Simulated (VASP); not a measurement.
Write the native input for VASP 6.6.1 that does the following.

```
Task                   : single point
Functional             : PBE
Potentials or basis    : VASP PAW PBE potentials, release 64 (Tl_d)
Cutoff                 : 520 eV
k mesh                 : 12 × 12 × 3
Occupations            : gaussian, width 0.1 eV
Spin                   : no spin polarisation
Dipole correction      : yes
Further INCAR settings : ALGO = Fast; EDIFF = 1e-06; NBANDS = 40
```

The structure of Tl lies in POSCAR:

```
Tl
1.0
    3.6124296590      0.0000000000      0.0000000000
   -1.8062148295      3.1284558541      0.0000000000
    0.0000000000      0.0000000000     26.1305357194
Tl
5
Direct
    0.3333333333      0.6666666667      0.2870205219
    0.6666666667      0.3333333333      0.3935102610
    0.3333333333      0.6666666667      0.5000000000
    0.6666666667      0.3333333333      0.6064897390
    0.3333333333      0.6666666667      0.7129794781
```

These files were run (other wordings do the same):

INCAR

```
ALGO = Fast ; DIPOL = 0.5 0.5 0.500
EDIFF = 1E-6 ; ENCUT = 520
GGA = PE ; IDIPOL = 3
ISIF = 2 ; ISMEAR = 0
LASPH = True ; LCHARG = False
LDIPOL = True ; LREAL = False
LWAVE = False ; NBANDS = 40
NELM = 100 ; PREC = Accurate
SIGMA = 0.1
```

KPOINTS

```
k-points
0
Gamma
  12 12 3
```

Potentials or basis: VASP PAW PBE potentials, release 64 (Tl_d).

Launch:

```sh
$ cat potpaw_PBE.64/Tl_d/POTCAR > POTCAR
$ mpirun -np 1 vasp_std > vasp.out
```

Results of the run:

| Item | Value |
| --- | --- |
| Largest force | 0.069 eV/Å |
| Band gap on the k mesh | zero (an odd number of electrons rules out a gap without spin polarisation) |

Caveat: spin-orbit coupling is left out, which moves the levels of the heavy elements.

It took 6.2 min on 1 thread of Intel(R) Xeon(R) 6975P-C (Granite Rapids) (shared host), peak memory 0.58 GiB.
